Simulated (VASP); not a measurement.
# LaSn2Au2 in VASP: further runs

The runs below take LaSn2Au2 through single point, with PBE.

Program: VASP 6.6.1. These are calculated values, not measurements. Logs are shortened: lines on timing, memory, paths and dates and some standing lists are left out, and cuts for length are marked.

## 1. The cell of the first run

The cell holds a disordered packing, 10 atoms: a = 6.308 Å, b = 5.070 Å, c = 7.511 Å, α = 90.35°, β = 101.00°, γ = 81.22°.

## 2. Single point, PBE

File INCAR:

```
SYSTEM = LaSn2Au2
PREC = Accurate
ENCUT = 520
EDIFF = 1E-6
ISMEAR = -1
SIGMA = 0.05
LREAL = .False.
LASPH = .True.
NELM = 60
ALGO = Normal
ISIF = 2
LWAVE = .False.
LCHARG = .True.
GGA = PE
LELF = .True.
LVHAR = .True.
NBANDS = 72
```

File KPOINTS:

```
regular mesh
0
Gamma
  3 3 2
  0 0 0
```

File POSCAR:

```
LaSn2Au2
1.0
    6.1145760000     -0.2601360000     -1.5264550000
    0.9436100000      4.9739830000     -0.2650250000
    0.4048170000      0.2758040000      7.4950770000
La Sn Au
2 4 4
Direct
    0.3991439277      0.1301658748      0.3868249059
    0.1626992828      0.3279515663      0.8160810753
    0.1105858876      0.8116410488      0.5670280039
    0.5123887443      0.8668193549      0.7540065513
    0.8471412808      0.9773484064      0.2741424545
    0.3177683944      0.8099130014      0.0394029771
    0.7367994365      0.5566126037      0.5509072741
    0.9103856412      0.8940075808      0.8603376687
    0.9852118085      0.4480172243      0.1635183009
    0.5712007586      0.3661329734      0.0842870120
```

Potentials or basis: VASP PAW PBE potentials, release 64 (La, Sn_d, Au).

Started as:

```console
$ cat potpaw_PBE.64/La/POTCAR potpaw_PBE.64/Sn_d/POTCAR potpaw_PBE.64/Au/POTCAR > POTCAR
$ mpirun -np 1 vasp_std > vasp.out
```

OUTCAR:

```text
SYSTEM = LaSn2Au2
   PREC = Accurate
   ENCUT = 520
   EDIFF = 1E-6
   ISMEAR = -1
   LREAL = .False.
   LASPH = .True.
   NELM = 60
   ISIF = 2
   GGA = PE

 ion  position               nearest neighbor table
   1  0.399  0.130  0.387-   4 2.98  10 3.02   9 3.05   6 3.07   5 3.09   3 3.10   7 3.33   7 3.41
                             5 3.62
   2  0.163  0.328  0.816-   8 2.96  10 2.98   3 3.03   6 3.05   9 3.05   4 3.06   7 3.09   8 3.11
                             6 3.13   3 3.23
   3  0.111  0.812  0.567-   5 2.55   4 2.71   8 2.74   7 2.84   2 3.03   1 3.10   2 3.23   6 3.54
                             9 3.56
   4  0.512  0.867  0.754-   8 2.51   7 2.63   6 2.70   3 2.71   1 2.98   2 3.06  10 3.49  10 3.54

   5  0.847  0.977  0.274-   3 2.55  10 2.64   9 2.84   9 2.86   1 3.09   8 3.23   7 3.23   1 3.62
                             7 3.64   6 3.69   6 3.72
   6  0.318  0.810  0.039-  10 2.54   8 2.64   4 2.70   2 3.05   1 3.07   2 3.13   9 3.25  10 3.43
                             3 3.54   5 3.69   5 3.72
   7  0.737  0.557  0.551-   4 2.63   3 2.84   8 3.01   2 3.09   5 3.23   1 3.33   1 3.41   9 3.56
                             5 3.64
   8  0.910  0.894  0.860-   4 2.51   6 2.64   3 2.74   2 2.96   7 3.01   2 3.11   9 3.14   5 3.23
                            10 3.59
   9  0.985  0.448  0.164-  10 2.66   5 2.84   5 2.86   1 3.05   2 3.05   8 3.14   6 3.25   3 3.56
                             7 3.56
  10  0.571  0.366  0.084-   6 2.54   5 2.64   9 2.66   2 2.98   1 3.02   6 3.43   4 3.49   4 3.54
                             8 3.59

  LATTYP: Found a triclinic cell.
 ALAT       =     6.3075966315
 B/A-ratio  =     1.1907969389
 C/A-ratio  =     0.8037339678
 COS(alpha) =     0.0061071225
 COS(beta)  =     0.1526217104
 COS(gamma) =     0.1907550516

  Lattice vectors:

 A1 = (   6.1145760000,  -0.2601360000,  -1.5264550000)
 A2 = (  -0.4048170000,  -0.2758040000,  -7.4950770000)
 A3 = (   0.9436100000,   4.9739830000,  -0.2650250000)

Analysis of symmetry for initial positions (statically):
=====================================================================
 Subroutine PRICEL returns:
 Original cell was already a primitive cell.

 Routine SETGRP: Setting up the symmetry group for a
 triclinic supercell.

 Subroutine GETGRP returns: Found  1 space group operations
 (whereof  1 operations were pure point group operations)
 out of a pool of  2 trial point group operations.

The static configuration has the point symmetry C_1 .

Analysis of symmetry for dynamics (positions and initial velocities):
=====================================================================
 Subroutine PRICEL returns:
 Original cell was already a primitive cell.

 Routine SETGRP: Setting up the symmetry group for a
 triclinic supercell.

 Subroutine GETGRP returns: Found  1 space group operations
 (whereof  1 operations were pure point group operations)
 out of a pool of  2 trial point group operations.

The dynamic configuration has the point symmetry C_1 .

 Subroutine INISYM returns: Found  1 space group operations
 (whereof  1 operations are pure point group operations),
 and found     1 'primitive' translations

----------------------------------------------------------------------------------------

                                     Primitive cell

  volume of cell :     232.9447

  direct lattice vectors                    reciprocal lattice vectors
     6.114576000 -0.260136000 -1.526455000     0.160353402 -0.030821543 -0.007526684
     0.943610000  4.973983000 -0.265025000     0.006562659  0.199391298 -0.007691661
     0.404817000  0.275804000  7.495077000     0.032889792  0.000773305  0.131616042

  length of vectors
     6.307596631  5.069629668  7.511066761     0.163462020  0.199647489  0.135665467

  position of ions in fractional coordinates (direct lattice)
     0.399143928  0.130165875  0.386824906
     0.162699283  0.327951566  0.816081075
     0.110585888  0.811641049  0.567028004
     0.512388744  0.866819355  0.754006551
     0.847141281  0.977348406  0.274142455
     0.317768394  0.809913001  0.039402977
     0.736799437  0.556612604  0.550907274
     0.910385641  0.894007581  0.860337669
     0.985211808  0.448017224  0.163518301
     0.571200759  0.366132973  0.084287012

  ion indices of the primitive-cell ions
   primitive index   ion index
                 1           1
                 2           2
                 3           3
                 4           4
                 5           5
                 6           6
                 7           7
                 8           8
                 9           9
                10          10

----------------------------------------------------------------------------------------

 KPOINTS: regular mesh

Automatic generation of k-mesh.
 Grid dimensions read from file:
 generate k-points for:    3    3    2

 Generating k-lattice:

  Cartesian coordinates                     Fractional coordinates (reciprocal lattice)
     0.053451134 -0.010273848 -0.002508895     0.333333333 -0.000000000  0.000000000
     0.002187553  0.066463766 -0.002563887     0.000000000  0.333333333 -0.000000000
     0.016444896  0.000386652  0.065808021     0.000000000  0.000000000  0.500000000

  Length of vectors
     0.054487340  0.066549163  0.067832734

  Shift w.r.t. Gamma in fractional coordinates (k-lattice)
     0.000000000  0.000000000  0.000000000

 Subroutine IBZKPT returns following result:
 ===========================================

 Found     10 irreducible k-points:

 Following reciprocal coordinates:
            Coordinates               Weight
  0.000000  0.000000  0.000000      1.000000
  0.333333 -0.000000  0.000000      2.000000
  0.000000  0.333333  0.000000      2.000000
  0.333333  0.333333  0.000000      2.000000
 -0.333333  0.333333 -0.000000      2.000000
  0.000000  0.000000  0.500000      1.000000
  0.333333  0.000000  0.500000      2.000000
  0.000000  0.333333  0.500000      2.000000
  0.333333  0.333333  0.500000      2.000000
 -0.333333  0.333333  0.500000      2.000000
   k-points           NKPTS =     10   k-points in BZ     NKDIM =     10   number of bands    NBANDS=     72
   number of dos      NEDOS =    301   number of ions     NIONS =     10
   total plane-waves  NPLWV = 107520
   dimension x,y,z NGX =    48 NGY =   40 NGZ =   56
   dimension x,y,z NGXF=    96 NGYF=   80 NGZF=  112
   ions per type =               2   4   4
   NGX,Y,Z   is equivalent  to a cutoff of  12.65, 13.12, 12.39 a.u.
   NGXF,Y,Z  is equivalent  to a cutoff of  25.30, 26.23, 24.79 a.u.
 SYSTEM =  LaSn2Au2
   PREC   = accura    normal or accurate (medium, high low for compatibility)
   ISTART =      0    job   : 0-new  1-cont  2-samecut
   ICHARG =      2    charge: 1-file 2-atom 10-const
   ISPIN  =      1    spin polarized calculation?
   LNONCOLLINEAR =      F non collinear calculations
   LSORBIT =      F    spin-orbit coupling
   LASPH  =      T    aspherical Exc in radial PAW
   ENCUT  =  520.0 eV  38.22 Ry    6.18 a.u.  11.73  9.43 13.97*2*pi/ulx,y,z
   NELM   =     60;   NELMIN=  2; NELMDL= -5     # of ELM steps
   EDIFF  = 0.1E-05   stopping-criterion for ELM
   LREAL  =      F    real-space projection
   EDIFFG = 0.1E-04   stopping-criterion for IOM
   NSW    =      0    number of steps for IOM
   IBRION =     -1    ionic relax: 0-MD 1-quasi-New 2-CG
   NFREE  =      0    steps in history (QN), initial steepest desc. (CG)
   ISIF   =      2    stress and relaxation
   ISYM   =      2    0-nonsym 1-usesym 2-fastsym
   POTIM  = 0.5000    time-step for ionic-motion
   TEBEG  =    0.0;   TEEND  =   0.0 temperature during run
   PSTRESS=    0.0 pullay stress
   NELECT =     122.0000    total number of electrons
   NUPDOWN=      -1.0000    fix difference up-down
   EMIN   =  10.00;   EMAX   =-10.00  energy-range for DOS
   EFERMI =   0.00;   METHOD = LEGACY
   ISMEAR =    -1;   SIGMA  =   0.05  broadening in eV -4-tet -1-fermi 0-gaus
   EFERMI_NEDOS =   21; number of points for ismear=-14 and -15
   IALGO  =     38    algorithm
   IMIX   =      4    mixing-type and parameters
     AMIX     =   0.40;   BMIX     =  1.00
     AMIX_MAG =   1.60;   BMIX_MAG =  1.00
  volume/ion in A,a.u.               =      23.29       157.20
  Fermi-wavevector in a.u.,A,eV,Ry     =   1.319605  2.493691 23.692590  1.741356
  Thomas-Fermi vector in A             =   2.449491
   LORBIT       =      0    0 simple, 1 ext, 2 COOP (PROOUT), +10 PAW based schemes
   GGA     = PE    functional components
   LHFCALC =     F    Hartree Fock is set to
   AEXX    =    0.0000 exact exchange contribution
   IVDW    =     0    specifies the selected vdW correction
   LEPSILON=     F    determine dielectric tensor
   LRPA    =     F    only Hartree local field effects (RPA)
 non-spin polarized calculation
  energy-cutoff  :      520.00
  volume of cell :      232.94
 maximum number of plane-waves:      6302
   NGX = 23   NGY = 19   NGZ = 27

 number of electron     122.0000001 magnetization

 Free energy of the ion-electron system (eV)
  ---------------------------------------------------
  ext. energy  EPLUGINS =         0.00000000
  ---------------------------------------------------
  free energy    TOTEN  =       -37.85314396 eV

  energy without entropy =      -37.81853766  energy(sigma->0) =      -37.83584081

 E-fermi :   9.2591     XC(G=0): -11.0078

 val. band max:        9.2574423659   @ k =   0.0000   0.0000   0.5000
 cond. band min:       9.2729552093   @ k =   0.0000   0.3333   0.5000
 fundamental gap:      0.0155128433
 Fermi energy:         9.2591302084

 k-point     1 :       0.0000    0.0000    0.0000
  band No.  band energies     occupation
      1     -23.4223      2.00000
      2     -23.2694      2.00000
      3     -12.7527      2.00000
      4     -12.6209      2.00000
      5     -12.4904      2.00000
      6     -12.4622      2.00000
[... 64 lines left out ...]
     71      11.4251      0.00000
     72      11.4993      0.00000
[... 673 lines left out ...]
     71      11.4282      0.00000
     72      11.4531      0.00000

------------------------ aborting loop because EDIFF is reached ----------------------------------------

  FORCE on cell =-STRESS in cart. coord.  units (eV):
  Direction    XX          YY          ZZ          XY          YZ          ZX
  --------------------------------------------------------------------------------------
  -------------------------------------------------------------------------------------
  Total       32.1447354     20.5706780     27.8983558     -2.5455105     -3.8592704      3.6774388
  in kB      221.0892062    141.4836615    191.8829091    -17.5078404    -26.5437875     25.2931631
  external PRESSURE =     184.8185923 kB  Pullay stress =       0.0000000 kB

 VOLUME and BASIS-vectors are now :
 -----------------------------------------------------------------------------
  energy-cutoff  :      520.00
  volume of cell :      232.94
      direct lattice vectors                 reciprocal lattice vectors
     6.114576000 -0.260136000 -1.526455000     0.160353402 -0.030821543 -0.007526684
     0.943610000  4.973983000 -0.265025000     0.006562659  0.199391298 -0.007691661
     0.404817000  0.275804000  7.495077000     0.032889792  0.000773305  0.131616042

 POSITION                                       TOTAL-FORCE (eV/Angst)
 -----------------------------------------------------------------------------------
      2.72001      0.65030      2.25551         0.021836      1.885880     -0.406159
      1.63466      1.81398      5.78132        -1.044409      0.364286      0.144853
      1.67160      4.16471      3.86601        -0.140277     -1.215474     -0.014350
      4.25621      4.38621      4.63947         0.806584     -0.738925      0.601021
      6.21312      4.71655      0.50257        -0.383856      0.053475     -2.023447
      2.72321      3.95670     -0.40438         0.391005      0.415724      2.313050
      5.25346      2.72886      2.85689        -0.578952     -0.844081     -1.093284
      6.75850      4.44724      4.82170         0.297236      0.065795      0.952528
      6.51310      2.01724     -0.39703         0.724879      0.431759     -0.007251
      3.87226      1.69580     -0.33721        -0.094046     -0.418440     -0.466961
 -----------------------------------------------------------------------------------
    total drift:                                0.000106     -0.000306      0.000226

  FREE ENERGIE OF THE ION-ELECTRON SYSTEM (eV)
  ---------------------------------------------------
  free  energy   TOTEN  =       -37.8531439554 eV

  energy  without entropy=      -37.8185376598  energy(sigma->0) =      -37.83584081
```

It took 2.4 min on 1 thread of Intel Xeon 6975P-C (Granite Rapids), shared host; peak memory 0.4 GiB.

Results:

```
Free energy            : -37.8531 eV
Pressure               : 18.5 GPa
Largest force          : 2.382 eV/Å
Band gap on the k mesh : zero (bands 61 and 62 overlap by 0.45 eV)
```

Forces on the atoms (eV/Å):
```
La   0.022  1.886 -0.406
La  -1.044  0.364  0.145
Sn  -0.140 -1.215 -0.014
Sn   0.807 -0.739  0.601
Sn  -0.384  0.053 -2.023
Sn   0.391  0.416  2.313
Au  -0.579 -0.844 -1.093
Au   0.297  0.066  0.953
Au   0.725  0.432 -0.007
Au  -0.094 -0.418 -0.467
```

Levels at points of the mesh, in eV from the Fermi level:
```tsv
k point	band 58	band 59	band 60	band 61	band 62	band 63	band 64	band 65
(0.00, 0.00, 0.00)	-1.71	-1.12	-0.92	-0.63	0.54	0.63	1.04	1.11
(0.00, 0.00, 0.50)	-1.35	-0.97	-0.50	-0.18	0.00	0.43	0.75	1.12
```

Caveat: the k points lie up to 0.43 Å⁻¹ apart; spin-orbit coupling is left out, which moves the levels of the heavy elements.

## 3. Single point, PBE

File INCAR:

```
PREC = Accurate
ENCUT = 520
EDIFF = 1E-6
ISMEAR = -1
SIGMA = 0.05
LREAL = False
LASPH = True
NELM = 60
ALGO = Normal
ISIF = 2
LWAVE = False
LCHARG = False
GGA = PE
NBANDS = 72
```

File KPOINTS:

```
Automatic mesh
0
Gamma
  3 3 2
```

File POSCAR:

```
LaSn2Au2
1.0
    6.1145760000     -0.2601360000     -1.5264550000
    0.9436100000      4.9739830000     -0.2650250000
    0.4048170000      0.2758040000      7.4950770000
La Sn Au
2 4 4
Direct
    0.4042904181      0.1358649054      0.3866142705
    0.1614220981      0.3190915123      0.8191068346
    0.1071926536      0.8081852087      0.5629475250
    0.5163466363      0.8697873392      0.7484696014
    0.8492307277      0.9788873747      0.2745222120
    0.3163422969      0.8053248336      0.0428129684
    0.7388086524      0.5554858305      0.5535621307
    0.9052418997      0.8955255948      0.8620974401
    0.9906950452      0.4475916233      0.1630734915
    0.5653830904      0.3705283181      0.0818441375
```

Potentials or basis: VASP PAW PBE potentials, release 64 (La, Sn_d, Au).

Started as:

```console
$ cat potpaw_PBE.64/La/POTCAR potpaw_PBE.64/Sn_d/POTCAR potpaw_PBE.64/Au/POTCAR > POTCAR
$ mpirun -np 1 vasp_std > vasp.out
```

OUTCAR:

```text
PREC = Accurate
   ENCUT = 520
   EDIFF = 1E-6
   ISMEAR = -1
   LREAL = False
   LASPH = True
   NELM = 60
   ISIF = 2
   GGA = PE

 ion  position               nearest neighbor table
   1  0.404  0.136  0.387-   4 2.95  10 3.00   9 3.04   5 3.07   6 3.08   3 3.15   7 3.30   7 3.44
                             5 3.65
   2  0.161  0.319  0.819-   8 2.93  10 2.96   9 3.01   6 3.04   4 3.06   3 3.08   7 3.09   6 3.15
                             8 3.16   3 3.24
   3  0.107  0.808  0.563-   5 2.52   4 2.75   8 2.79   7 2.81   2 3.08   1 3.15   2 3.24   9 3.52
                             6 3.59
   4  0.516  0.870  0.748-   8 2.46   7 2.59   3 2.75   6 2.79   1 2.95   2 3.06  10 3.51  10 3.56

[... 969 lines left out ...]
 -----------------------------------------------------------------------------
  energy-cutoff  :      520.00
  volume of cell :      232.94
      direct lattice vectors                 reciprocal lattice vectors
     6.114576000 -0.260136000 -1.526455000     0.160353402 -0.030821543 -0.007526684
     0.943610000  4.973983000 -0.265025000     0.006562659  0.199391298 -0.007691661
     0.404817000  0.275804000  7.495077000     0.032889792  0.000773305  0.131616042

 POSITION                                       TOTAL-FORCE (eV/Angst)
 -----------------------------------------------------------------------------------
      2.75678      0.67725      2.24456        -0.218330      1.855935     -0.338078
      1.61971      1.77108      5.80830        -1.037016      0.704398     -0.176001
      1.64594      4.14728      3.84152         0.505651     -1.455069      0.589317
      4.28097      4.39842      4.59114        -0.390629     -0.675367      1.226182
      6.22750      4.72377      0.50182        -0.645396      0.409330     -2.487194
      2.71154      3.93519     -0.37543         0.244724      0.829633      1.761703
      5.26576      2.72346      2.87402        -0.545544     -1.008427     -1.249444
      6.72919      4.45661      4.84234         1.078237     -0.096621      0.977730
      6.54605      2.01357     -0.40863         0.304079      0.413350      0.144292
      3.83984      1.71850     -0.34780         0.704225     -0.977163     -0.448507
 -----------------------------------------------------------------------------------
    total drift:                               -0.000165      0.000378     -0.000338

  FREE ENERGIE OF THE ION-ELECTRON SYSTEM (eV)
  ---------------------------------------------------
  free  energy   TOTEN  =       -37.8674739446 eV

  energy  without entropy=      -37.8283103297  energy(sigma->0) =      -37.84789214
```

It took 2.6 min on 1 thread of Intel Xeon 6975P-C (Granite Rapids), shared host; peak memory 0.4 GiB.

What came out:

- Free energy: -37.8675 eV
- Pressure: 18.5 GPa
- Largest force: 2.602 eV/Å
- Band gap on the k mesh: zero (bands 61 and 62 overlap by 0.48 eV)

Forces on the atoms (eV/Å):
```
La  -0.218  1.856 -0.338
La  -1.037  0.704 -0.176
Sn   0.506 -1.455  0.589
Sn  -0.391 -0.675  1.226
Sn  -0.645  0.409 -2.487
Sn   0.245  0.830  1.762
Au  -0.546 -1.008 -1.249
Au   1.078 -0.097  0.978
Au   0.304  0.413  0.144
Au   0.704 -0.977 -0.449
```

Stress tensor (GPa, compression positive):
```
22.35 -2.38  3.17
-2.38 14.55 -2.51
 3.17 -2.51 18.75
```

Caveat: the k points lie up to 0.43 Å⁻¹ apart; spin-orbit coupling is left out, which moves the levels of the heavy elements.

(Continued in part 2 of 2.)
